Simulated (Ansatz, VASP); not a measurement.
## Ba: VASP beside Ansatz

File INCAR:

```
SYSTEM = Ba
PREC     = Accurate       ! precision mode
ENCUT    = 520            ! plane-wave cutoff, eV
EDIFF    = 1E-6           ! SCF threshold, eV
ISMEAR   = -1             ! smearing method
SIGMA    = 0.1            ! smearing width, eV
LREAL    = .False.        ! projectors in reciprocal space
LASPH    = .True.         ! aspherical terms in the spheres
NELM     = 60             ! most SCF steps
ALGO     = Normal         ! electronic algorithm
ISIF     = 2              ! what is computed and relaxed
LWAVE    = .False.        ! write WAVECAR
LCHARG   = .False.        ! write CHGCAR
GGA      = CA             ! functional
NBANDS   = 11             ! bands
```

KPOINTS

```
Automatic mesh
0
Gamma
  10 10 10
  0 0 0
```

File POSCAR:

```
Ba
1.0
    3.5999444585      0.0000000000      0.0000000000
    0.0000000000      3.5999444585      0.0000000000
    0.0000000000      0.0000000000      3.5999444585
Ba
1
Direct
    0.0000000000      0.0000000000      0.0000000000
```

Input for Ansatz:

```yaml
crystal:
  lattice:
    - [3.5999444585, 0.0, 0.0]
    - [0.0, 3.5999444585, 0.0]
    - [0.0, 0.0, 3.5999444585]
  atoms:
    - { symbol: Ba, position: [0.0, 0.0, 0.0] }
hamiltonian:
  xc: lda
  pseudopotentials:
    kind: paw
    azcp:
      Ba: "pseudopotentials/Ba.paw.azcp"
basis:
  ecutwfc: 420
  fft_grid_basis: typed
kpoints:
  mp_grid: { grid: [10, 10, 10], shift: [0, 0, 0] }
magnetization:
  spin_polarized: false
scf:
  occupations: { method: fermi_dirac, width: 0.1 }
  lower_state_search: "off"
output:
  stress: true
  write_density: true
  write_potential: true
  elf: true
  volumetric_format: npy
```

Alike in both runs: task single point; functional LDA; k mesh 10 × 10 × 10; occupations fermi-dirac, width 0.1 eV; no spin polarisation.

|  | VASP | Ansatz |
| --- | --- | --- |
| version | VASP 6.6.1 | Ansatz 0.2.0 |
| potentials or method | VASP PAW LDA potentials, release 64 (Ba_sv), cutoff 520 eV | plane waves (420 eV) with PAW, scalar-relativistic |
| valence electrons in the cell | 10 | 10 |

Ansatz gave:

- pressure (GPa): 0.9

Problem. Which values does VASP return?

Solution. Pressure (GPa): 1.3.

Ansatz warns that its potentials were made for another functional, while VASP's fit it. LDA's correlation is that of Perdew and Zunger in VASP and of Perdew and Wang (1992) in Ansatz.

Neither program's run includes spin-orbit coupling.
